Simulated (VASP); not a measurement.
Wanted: the native input for a VASP 6.6.1 run.

```yaml
Task: relaxation of cell and atoms
Functional: PBE
Potentials_or_basis: VASP PAW PBE potentials, release 64 (B, P)
Cutoff: 600 eV
k_mesh: 6 × 6 × 6
Occupations: gaussian, width 0.1 eV
Spin: no spin polarisation
Dipole_correction: no
Further_INCAR_settings: ALGO = Normal; EDIFF = 1e-06; IBRION = 2; EDIFFG = -0.04; NSW = 90; ISIF = 3
```

The structure of BP2 lies in POSCAR:

```
BP2
1.0
   -2.9212471598      2.9212471598      2.4316495163
    2.9212471598     -2.9212471598      2.4316495163
    2.9212471598      2.9212471598     -2.4316495163
B P
2 4
Direct
    0.2500000000      0.2500000000      0.0000000000
    0.7500000000      0.7500000000      0.0000000000
    0.6670000000      0.1670000000      0.8340000000
    0.1670000000      0.3330000000      0.5000000000
    0.3330000000      0.8330000000      0.1660000000
    0.8330000000      0.6670000000      0.5000000000
```

These files were run (other wordings do the same):

INCAR

```
SYSTEM = BP2
PREC = Accurate ; ENCUT = 600
EDIFF = 1E-6 ; ISMEAR = 0
SIGMA = 0.1 ; LREAL = .FALSE.
LASPH = .TRUE. ; NELM = 100
ALGO = Normal ; ISIF = 3
LWAVE = .FALSE. ; LCHARG = .FALSE.
GGA = PE ; IBRION = 2
NSW = 90 ; EDIFFG = -0.04
```

KPOINTS

```
regular mesh
0
G
  6 6 6
  0 0 0
```

Potentials or basis: VASP PAW PBE potentials, release 64 (B, P).

Launch:

```sh
$ cat potpaw_PBE.64/B/POTCAR potpaw_PBE.64/P/POTCAR > POTCAR
$ mpirun -np 1 vasp_std > vasp.out
```

Results of the run:

| Item | Value |
| --- | --- |
| Relaxed volume | 11.46 Å³/atom |
| Relaxed cell | a = 4.500 Å, b = 4.500 Å, c = 4.500 Å, α = 105.05°, β = 105.05°, γ = 118.74° |
| Space group after relaxing (to 0.1 Å) | I4/mcm (No. 140) |
| Energy gained by relaxing | 127.3 meV/atom |
| Ionic steps | 2 |
| Pressure after relaxing | 0.2 GPa |
| Largest force after relaxing | 0.016 eV/Å |
| Band gap on the k mesh | zero (bands 13 and 14 overlap by 3.73 eV) |

Caveat: the volume moved by over 15 % at a fixed basis, so the end points are rough.

It took 60 s on 1 thread of Intel(R) Xeon(R) Platinum 8559C (Emerald Rapids) (shared host), peak memory 0.25 GiB.
